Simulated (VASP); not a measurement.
# AlNi (Pm-3m) in VASP: further runs, part 3 of 3

VASP 6.6.1. Earlier steps stand in the parts before.

## Step 5: Single point, LDA, collinear spin, ferromagnetic start (volume scaled by 1.06)

Input file INCAR:

```
SYSTEM = AlNi
PREC = Accurate ; ENCUT = 520
EDIFF = 1E-6 ; ISMEAR = -1
SIGMA = 0.05 ; LREAL = .FALSE.
LASPH = .TRUE. ; NELM = 150
ALGO = Normal ; ISIF = 2
LWAVE = .FALSE. ; LCHARG = .FALSE.
ISPIN = 2 ; MAGMOM = 1 0
LORBIT = 11 ; LMAXMIX = 4
GGA = CA ; NBANDS = 18
```

Input file KPOINTS:

```
regular mesh
0
G
  9 9 9
  0 0 0
```

Input file POSCAR:

```
AlNi
1.0
    2.9375045414      0.0000000000      0.0000000000
    0.0000000000      2.9375045414      0.0000000000
    0.0000000000      0.0000000000      2.9375045414
Ni Al
1 1
Direct
    0.5000000000      0.5000000000      0.5000000000
    0.0000000000      0.0000000000      0.0000000000
```

Potentials or basis: VASP PAW LDA potentials, release 64 (Ni, Al).

Started as:

```sh
$ cat potpaw_LDA.64/Ni/POTCAR potpaw_LDA.64/Al/POTCAR > POTCAR
$ mpirun -np 1 vasp_std > vasp.out
```

OUTCAR:

```text
SYSTEM = AlNi
   PREC = Accurate
   ENCUT = 520
   EDIFF = 1E-6
   ISMEAR = -1
   LREAL = .FALSE.
   LASPH = .TRUE.
   NELM = 150
   ISIF = 2
   ISPIN = 2
   LORBIT = 11
   GGA = CA

 ion  position               nearest neighbor table
   1  0.500  0.500  0.500-   2 2.54   2 2.54   2 2.54   2 2.54   2 2.54   2 2.54   2 2.54   2 2.54

   2  0.000  0.000  0.000-   1 2.54   1 2.54   1 2.54   1 2.54   1 2.54   1 2.54   1 2.54   1 2.54

  LATTYP: Found a simple cubic cell.
 ALAT       =     2.9375045414

  Lattice vectors:

 A1 = (   2.9375045414,   0.0000000000,   0.0000000000)
 A2 = (   0.0000000000,   2.9375045414,   0.0000000000)
 A3 = (   0.0000000000,   0.0000000000,   2.9375045414)

Analysis of symmetry for initial positions (statically):
=====================================================================
 Subroutine PRICEL returns:
 Original cell was already a primitive cell.

 Routine SETGRP: Setting up the symmetry group for a
 simple cubic supercell.

 Subroutine GETGRP returns: Found 48 space group operations
 (whereof 48 operations were pure point group operations)
 out of a pool of 48 trial point group operations.

The static configuration has the point symmetry O_h .

Analysis of symmetry for dynamics (positions and initial velocities):
=====================================================================
 Subroutine PRICEL returns:
 Original cell was already a primitive cell.

 Routine SETGRP: Setting up the symmetry group for a
 simple cubic supercell.

 Subroutine GETGRP returns: Found 48 space group operations
 (whereof 48 operations were pure point group operations)
 out of a pool of 48 trial point group operations.

The dynamic configuration has the point symmetry O_h .

Analysis of structural, dynamic, and magnetic symmetry:
=====================================================================
 Subroutine PRICEL returns:
 Original cell was already a primitive cell.

 Routine SETGRP: Setting up the symmetry group for a
 simple cubic supercell.

 Subroutine GETGRP returns: Found 48 space group operations
[... 143 lines left out ...]
 number of electron      12.9999995 magnetization       0.0003053

 Free energy of the ion-electron system (eV)
  ---------------------------------------------------
  ext. energy  EPLUGINS =         0.00000000
  ---------------------------------------------------
  free energy    TOTEN  =       -12.05425876 eV

  energy without entropy =      -12.04678175  energy(sigma->0) =      -12.05052026

 E-fermi :   8.9821     XC(G=0): -12.0209

 val. band max:        8.9506984987   @ k =   0.3333   0.3333   0.0000
 cond. band min:       9.0130936965   @ k =   0.3333   0.1111   0.1111
 fundamental gap:      0.0623951978
 Fermi energy:         8.9821059074

 spin component 1

 k-point     1 :       0.0000    0.0000    0.0000
  band No.  band energies     occupation
      1      -1.6661      1.00000
      2       6.0119      1.00000
      3       6.0119      1.00000
      4       7.5375      1.00000
      5       7.5375      1.00000
      6       7.5375      1.00000
[... 493 lines left out ...]
     17      30.7689      0.00000
     18      34.4143      0.00000

 [... further k-points ...]

 spin component 2

 k-point     1 :       0.0000    0.0000    0.0000
  band No.  band energies     occupation
      1      -1.6661      1.00000
      2       6.0121      1.00000
      3       6.0121      1.00000
      4       7.5376      1.00000
      5       7.5376      1.00000
      6       7.5376      1.00000
[... 493 lines left out ...]
     17      30.7689      0.00000
     18      34.3723      0.00000

 [... further k-points ...]
[... 5 lines left out ...]
  --------------------------------------------------------------------------------------
  -------------------------------------------------------------------------------------
  Total       -2.5049838     -2.5049838     -2.5049838      0.0000000     -0.0000000      0.0000000
  in kB     -158.3360684   -158.3360684   -158.3360684      0.0000000     -0.0000000      0.0000000
  external PRESSURE =    -158.3360684 kB  Pullay stress =       0.0000000 kB

 VOLUME and BASIS-vectors are now :
 -----------------------------------------------------------------------------
  energy-cutoff  :      520.00
  volume of cell :       25.35
      direct lattice vectors                 reciprocal lattice vectors
     2.937504541  0.000000000  0.000000000     0.340425006  0.000000000  0.000000000
     0.000000000  2.937504541  0.000000000     0.000000000  0.340425006  0.000000000
     0.000000000  0.000000000  2.937504541     0.000000000  0.000000000  0.340425006

 POSITION                                       TOTAL-FORCE (eV/Angst)
 -----------------------------------------------------------------------------------
      1.46875      1.46875      1.46875         0.000000      0.000000      0.000000
      0.00000      0.00000      0.00000         0.000000      0.000000      0.000000
 -----------------------------------------------------------------------------------
    total drift:                                0.000000      0.000000     -0.000000

  FREE ENERGIE OF THE ION-ELECTRON SYSTEM (eV)
  ---------------------------------------------------
  free  energy   TOTEN  =       -12.0542587621 eV

  energy  without entropy=      -12.0467817535  energy(sigma->0) =      -12.05052026

 total charge

# of ion       s       p       d       tot
------------------------------------------
    1        0.460   0.470   8.466   9.396
    2        0.385   0.392   0.000   0.777
--------------------------------------------------
tot          0.845   0.862   8.466  10.173

 magnetization (x)

# of ion       s       p       d       tot
------------------------------------------
    1        0.000  -0.000   0.000   0.000
    2        0.000   0.000   0.000   0.000
--------------------------------------------------
tot          0.000   0.000   0.000   0.000
```

OSZICAR:

```text
N       E                     dE             d eps       ncg     rms          rms(c)
DAV:   1     0.419183967588E+02    0.41918E+02   -0.53013E+03  2608   0.791E+02
DAV:   2    -0.108386044443E+02   -0.52757E+02   -0.46462E+02  2742   0.157E+02
DAV:   3    -0.133064365827E+02   -0.24678E+01   -0.24233E+01  2982   0.355E+01
DAV:   4    -0.133362051594E+02   -0.29769E-01   -0.29747E-01  2952   0.342E+00
DAV:   5    -0.133367864041E+02   -0.58124E-03   -0.58121E-03  3016   0.521E-01    0.118E+01
DAV:   6    -0.156366965079E+02   -0.22999E+01   -0.42211E+01  2846   0.745E+01    0.167E+01
DAV:   7    -0.120898379529E+02    0.35469E+01   -0.12755E+01  2828   0.445E+01    0.155E+00
DAV:   8    -0.120690579684E+02    0.20780E-01   -0.30989E-01  3336   0.508E+00    0.101E+00
DAV:   9    -0.120539708888E+02    0.15087E-01   -0.41149E-02  3182   0.197E+00    0.508E-01
DAV:  10    -0.120542957039E+02   -0.32482E-03   -0.91176E-04  3524   0.280E-01    0.183E-01
DAV:  11    -0.120542068262E+02    0.88878E-04   -0.10711E-03  3242   0.278E-01    0.976E-02
DAV:  12    -0.120542587696E+02   -0.51943E-04   -0.10645E-04  3332   0.892E-02    0.432E-02
DAV:  13    -0.120542593184E+02   -0.54877E-06   -0.11817E-05  3356   0.313E-02    0.127E-02
DAV:  14    -0.120542587621E+02    0.55627E-06   -0.86805E-07  1464   0.994E-03
   1 F= -.12054259E+02 E0= -.12050520E+02  d E =-.747701E-02  mag=     0.0001
```

It took 30 s on 1 thread of Intel Xeon 6975P-C, shared host; peak memory 0.15 GiB.

Results:

- Free energy: -12.0543 eV
- Pressure: -15.8 GPa
- Net moment: 0.00 μB per cell
- Valence electrons inside the program's atomic spheres: Ni 9.40; Al 0.78

Levels at points of the mesh, in eV from the Fermi level:
Spin up:
| k point | band 2 | band 3 | band 4 | band 5 | band 6 | band 7 | band 8 | band 9 | band 10 | band 11 |
| --- | --- | --- | --- | --- | --- | --- | --- | --- | --- | --- |
| (0.00, 0.00, 0.00) | -2.97 | -2.97 | -1.44 | -1.44 | -1.44 | 5.25 | 5.25 | 5.25 | 8.06 | 8.06 |
Spin down:
```
           k point  band 2  band 3  band 4  band 5  band 6  band 7  band 8  band 9  band 10  band 11
(0.00, 0.00, 0.00)   -2.97   -2.97   -1.44   -1.44   -1.44    5.25    5.25    5.25     8.06     8.06
```

Caveat: the cell differs from its parent crystal (volume scaled by 1.06).

## Step 6: Single point, BLYP+D3(BJ), collinear spin, ferromagnetic start

This run uses another cell than the first one, of 11.40 Å³/atom, 0.935 times its volume.

Input file INCAR:

```
SYSTEM = AlNi
AGGAC = 1.0
AGGAX = 1.0
ALDAC = 0.0
ALDAX = 1.0
ALGO = Normal
EDIFF = 1E-6
ENCUT = 520
GGA = B5
ISIF = 2
ISMEAR = -1
ISPIN = 2
IVDW = 12
LASPH = .TRUE.
LCHARG = .FALSE.
LMAXMIX = 4
LORBIT = 11
LREAL = .FALSE.
LWAVE = .FALSE.
MAGMOM = 1 0
NBANDS = 18
NELM = 150
PREC = Accurate
SIGMA = 0.05
VDW_A1 = 0.4298
VDW_A2 = 4.2359
VDW_S6 = 1.0
VDW_S8 = 2.6996
```

Input file KPOINTS:

```
k-points
0
G
  9 9 9
  0 0 0
```

Input file POSCAR:

```
AlNi
1.0
    2.8355439209      0.0000000000      0.0000000000
    0.0000000000      2.8355439209      0.0000000000
    0.0000000000      0.0000000000      2.8355439209
Ni Al
1 1
Direct
    0.5000000000      0.5000000000      0.5000000000
    0.0000000000      0.0000000000      0.0000000000
```

Potentials or basis: VASP PAW PBE potentials, release 64 (Ni, Al).

Started as:

```sh
$ cat potpaw_PBE.64/Ni/POTCAR potpaw_PBE.64/Al/POTCAR > POTCAR
$ mpirun -np 1 vasp_std > vasp.out
```

OUTCAR:

```text
SYSTEM = AlNi
   EDIFF = 1E-6
   ENCUT = 520
   GGA = B5
   ISIF = 2
   ISMEAR = -1
   ISPIN = 2
   IVDW = 12
   LASPH = .TRUE.
   LORBIT = 11
   LREAL = .FALSE.
   NELM = 150
   PREC = Accurate
 IVDW          = 12

 ion  position               nearest neighbor table
   1  0.500  0.500  0.500-   2 2.46   2 2.46   2 2.46   2 2.46   2 2.46   2 2.46   2 2.46   2 2.46

   2  0.000  0.000  0.000-   1 2.46   1 2.46   1 2.46   1 2.46   1 2.46   1 2.46   1 2.46   1 2.46

  LATTYP: Found a simple cubic cell.
 ALAT       =     2.8355439209

  Lattice vectors:

 A1 = (   2.8355439209,   0.0000000000,   0.0000000000)
 A2 = (   0.0000000000,   2.8355439209,   0.0000000000)
 A3 = (   0.0000000000,   0.0000000000,   2.8355439209)

Analysis of symmetry for initial positions (statically):
=====================================================================
 Subroutine PRICEL returns:
 Original cell was already a primitive cell.

 Routine SETGRP: Setting up the symmetry group for a
 simple cubic supercell.

 Subroutine GETGRP returns: Found 48 space group operations
 (whereof 48 operations were pure point group operations)
 out of a pool of 48 trial point group operations.

The static configuration has the point symmetry O_h .

Analysis of symmetry for dynamics (positions and initial velocities):
=====================================================================
 Subroutine PRICEL returns:
 Original cell was already a primitive cell.

 Routine SETGRP: Setting up the symmetry group for a
 simple cubic supercell.

 Subroutine GETGRP returns: Found 48 space group operations
 (whereof 48 operations were pure point group operations)
 out of a pool of 48 trial point group operations.

The dynamic configuration has the point symmetry O_h .

Analysis of structural, dynamic, and magnetic symmetry:
=====================================================================
 Subroutine PRICEL returns:
 Original cell was already a primitive cell.

 Routine SETGRP: Setting up the symmetry group for a
 simple cubic supercell.

 Subroutine GETGRP returns: Found 48 space group operations
 (whereof 48 operations were pure point group operations)
 out of a pool of 48 trial point group operations.

The overall configuration has the point symmetry O_h .

 Subroutine INISYM returns: Found 48 space group operations
 (whereof 48 operations are pure point group operations),
 and found     1 'primitive' translations

----------------------------------------------------------------------------------------

                                     Primitive cell

  volume of cell :      22.7987

  direct lattice vectors                    reciprocal lattice vectors
     2.835543921  0.000000000  0.000000000     0.352666024  0.000000000  0.000000000
     0.000000000  2.835543921  0.000000000     0.000000000  0.352666024  0.000000000
     0.000000000  0.000000000  2.835543921     0.000000000  0.000000000  0.352666024

  length of vectors
     2.835543921  2.835543921  2.835543921     0.352666024  0.352666024  0.352666024

  position of ions in fractional coordinates (direct lattice)
     0.500000000  0.500000000  0.500000000
     0.000000000  0.000000000  0.000000000

  ion indices of the primitive-cell ions
   primitive index   ion index
                 1           1
                 2           2

----------------------------------------------------------------------------------------
[... 68 lines left out ...]
   ENCUT  =  520.0 eV  38.22 Ry    6.18 a.u.   5.27  5.27  5.27*2*pi/ulx,y,z
   NELM   =    150;   NELMIN=  2; NELMDL= -5     # of ELM steps
   EDIFF  = 0.1E-05   stopping-criterion for ELM
   LREAL  =      F    real-space projection
   EDIFFG = 0.1E-04   stopping-criterion for IOM
   NSW    =      0    number of steps for IOM
   IBRION =     -1    ionic relax: 0-MD 1-quasi-New 2-CG
   NFREE  =      0    steps in history (QN), initial steepest desc. (CG)
   ISIF   =      2    stress and relaxation
   ISYM   =      2    0-nonsym 1-usesym 2-fastsym
   POTIM  = 0.5000    time-step for ionic-motion
   TEBEG  =    0.0;   TEEND  =   0.0 temperature during run
   PSTRESS=    0.0 pullay stress
   NELECT =      13.0000    total number of electrons
   NUPDOWN=      -1.0000    fix difference up-down
   EMIN   =  10.00;   EMAX   =-10.00  energy-range for DOS
   EFERMI =   0.00;   METHOD = LEGACY
   ISMEAR =    -1;   SIGMA  =   0.05  broadening in eV -4-tet -1-fermi 0-gaus
   EFERMI_NEDOS =   21; number of points for ismear=-14 and -15
   IALGO  =     38    algorithm
   IMIX   =      4    mixing-type and parameters
     AMIX     =   0.40;   BMIX     =  1.00
     AMIX_MAG =   1.60;   BMIX_MAG =  1.00
  volume/ion in A,a.u.               =      11.40        76.93
  Fermi-wavevector in a.u.,A,eV,Ry     =   1.357541  2.565380 25.074410  1.842917
  Thomas-Fermi vector in A             =   2.484450
   LORBIT       =     11    0 simple, 1 ext, 2 COOP (PROOUT), +10 PAW based schemes
   GGA     = B5    functional components
   LHFCALC =     F    Hartree Fock is set to
   AEXX    =    0.0000 exact exchange contribution
   IVDW    =    12    specifies the selected vdW correction
   LEPSILON=     F    determine dielectric tensor
   LRPA    =     F    only Hartree local field effects (RPA)
 spin polarized calculation
  energy-cutoff  :      520.00
  volume of cell :       22.80
 maximum number of plane-waves:       630
 NGX is ok and might be reduce to    24
   NGX = 11   NGY = 11   NGZ = 11

 number of electron      12.9999996 magnetization       0.0138404

 number of electron      12.9999996 magnetization      -0.0002086

 Free energy of the ion-electron system (eV)
  ---------------------------------------------------
  ext. energy  EPLUGINS =         0.00000000
  ---------------------------------------------------
  free energy    TOTEN  =        -8.49615495 eV

  energy without entropy =       -8.49007014  energy(sigma->0) =       -8.49311254

 E-fermi :  11.1835     XC(G=0): -11.7289

 val. band max:       11.1201208909   @ k =   0.3333   0.3333   0.0000
 cond. band min:      11.2338997402   @ k =   0.3333   0.1111   0.1111
 fundamental gap:      0.1137788494
 Fermi energy:        11.1834886306

 spin component 1

 k-point     1 :       0.0000    0.0000    0.0000
  band No.  band energies     occupation
      1      -0.2483      1.00000
      2       7.6981      1.00000
      3       7.6981      1.00000
      4       9.4696      1.00000
      5       9.4696      1.00000
      6       9.4696      1.00000
[... 493 lines left out ...]
     17      34.3833      0.00000
     18      38.4125      0.00000

 [... further k-points ...]

 spin component 2

 k-point     1 :       0.0000    0.0000    0.0000
  band No.  band energies     occupation
      1      -0.2483      1.00000
      2       7.6977      1.00000
      3       7.6977      1.00000
      4       9.4694      1.00000
      5       9.4694      1.00000
      6       9.4694      1.00000
[... 493 lines left out ...]
     17      34.3833      0.00000
     18      38.4122      0.00000

 [... further k-points ...]

------------------------ aborting loop because EDIFF is reached ----------------------------------------

 Edisp (eV)   -2.13172

 E8    (eV) :    -1.5747

  FORCE on cell =-STRESS in cart. coord.  units (eV):
  Direction    XX          YY          ZZ          XY          YZ          ZX
  --------------------------------------------------------------------------------------
  -------------------------------------------------------------------------------------
  Total       0.03065     0.03065     0.03065     0.00000    -0.00000     0.00000
  in kB       2.15381     2.15381     2.15381     0.00000    -0.00000     0.00000
  external pressure =        2.15 kB  Pullay stress =        0.00 kB

 VOLUME and BASIS-vectors are now :
 -----------------------------------------------------------------------------
  energy-cutoff  :      520.00
  volume of cell :       22.80
      direct lattice vectors                 reciprocal lattice vectors
     2.835543921  0.000000000  0.000000000     0.352666024  0.000000000  0.000000000
     0.000000000  2.835543921  0.000000000     0.000000000  0.352666024  0.000000000
     0.000000000  0.000000000  2.835543921     0.000000000  0.000000000  0.352666024

 POSITION                                       TOTAL-FORCE (eV/Angst)
 -----------------------------------------------------------------------------------
      1.41777      1.41777      1.41777         0.000000      0.000000      0.000000
      0.00000      0.00000      0.00000         0.000000      0.000000      0.000000
 -----------------------------------------------------------------------------------
    total drift:                                0.000000      0.000000     -0.000000

  FREE ENERGIE OF THE ION-ELECTRON SYSTEM (eV)
  ---------------------------------------------------
  free  energy   TOTEN  =       -10.6278715455 eV

  energy  without entropy=      -10.6217867371  energy(sigma->0) =      -10.62482914

 total charge

# of ion       s       p       d       tot
------------------------------------------
    1        0.503   0.558   8.544   9.605
    2        0.386   0.432   0.000   0.818
--------------------------------------------------
tot          0.889   0.990   8.544  10.423

 magnetization (x)

# of ion       s       p       d       tot
------------------------------------------
    1       -0.000  -0.000  -0.000  -0.000
    2        0.000   0.000   0.000   0.000
--------------------------------------------------
tot         -0.000   0.000  -0.000  -0.000
```

It took 45 s on 1 thread of Intel Xeon 6975P-C, shared host; peak memory 0.17 GiB.

What came out:

```
Free energy                                           : -10.6279 eV
Pressure                                              : 0.2 GPa
Net moment                                            : 0.00 μB per cell
Valence electrons inside the program's atomic spheres : Ni 9.61; Al 0.82
Dispersion energy per atom                            : -1.066 eV
```

Levels at points of the mesh, in eV from the Fermi level:
Spin up:
```csv
k point,band 4,band 5,band 6,band 7,band 8,band 9
"(0.00, 0.00, 0.00)",-1.71,-1.71,-1.71,5.68,5.68,5.68
```
Spin down:
```csv
k point,band 3,band 4,band 5,band 6,band 7,band 8,band 9,band 10
"(0.00, 0.00, 0.00)",-3.49,-1.71,-1.71,-1.71,5.68,5.68,5.68,8.45
```

Caveat: the PAW data sets were made with another functional, which shifts forces and pressure a little; pairwise dispersion overbinds metals, which lowers pressure and volume.

## Step 7: Overview

```csv
level,potentials or basis,cell,gap on the mesh (eV),pressure (GPa),moment (μB)
LDA,"VASP PAW LDA potentials, release 64 (Ni, Al)","a = 2.900 Å, 2 atoms",none,-11.1,0.00
PBEsol,"VASP PAW PBE potentials, release 64 (Ni, Al)","a = 2.900 Å, 2 atoms",none,-6.2,0.00
PBEsol,"VASP PAW PBE potentials, release 64 (Ni, Al)","a = 2.919 Å, 2 atoms",none,-8.9,0.00
LDA,"VASP PAW LDA potentials, release 64 (Ni, Al)","a = 2.938 Å, 2 atoms",none,-15.8,0.00
BLYP+D3(BJ),"VASP PAW PBE potentials, release 64 (Ni, Al)","a = 2.836 Å, 2 atoms",none,0.2,0.00
```

Alike in all rows: task single point; spin collinear, ferromagnetic start; k mesh 9 × 9 × 9; cutoff (eV) 520; smearing fermi-dirac 0.05 eV.

Caveats: the PAW data sets were made with another functional, which shifts forces and pressure a little (some runs); pairwise dispersion overbinds metals, which lowers pressure and volume (some runs).

Absolute energies hang on the potentials; compare differences alone.
